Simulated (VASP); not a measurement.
Here is a VASP 6.6.1 calculation.

INCAR

```
SYSTEM = Ba
PREC = Accurate ; ENCUT = 520
EDIFF = 1E-6 ; ISMEAR = -1
SIGMA = 0.1 ; LREAL = .False.
LASPH = .True. ; NELM = 60
ALGO = Normal ; ISIF = 2
LWAVE = .False. ; LCHARG = .False.
GGA = PE ; NBANDS = 11
```

KPOINTS

```
regular mesh
0
Gamma
  12 12 12
  0 0 0
```

POSCAR

```
Ba
1.0
   -2.5100000000      2.5100000000      2.5100000000
    2.5100000000     -2.5100000000      2.5100000000
    2.5100000000      2.5100000000     -2.5100000000
Ba
1
Direct
    0.0000000000      0.0000000000      0.0000000000
```

Potentials or basis: VASP PAW PBE potentials, release 64 (Ba_sv).

Command:

```bash
$ cat potpaw_PBE.64/Ba_sv/POTCAR > POTCAR
$ mpirun -np 1 vasp_std > vasp.out
```

(1) What does it give for the pressure?

(2) What does it give for the band gap on the k mesh?

Answers

(1) 0.1 GPa.

(2) zero (bands 5 and 6 overlap by 1.06 eV).

Caveat: spin-orbit coupling is left out, which moves the levels of the heavy elements.
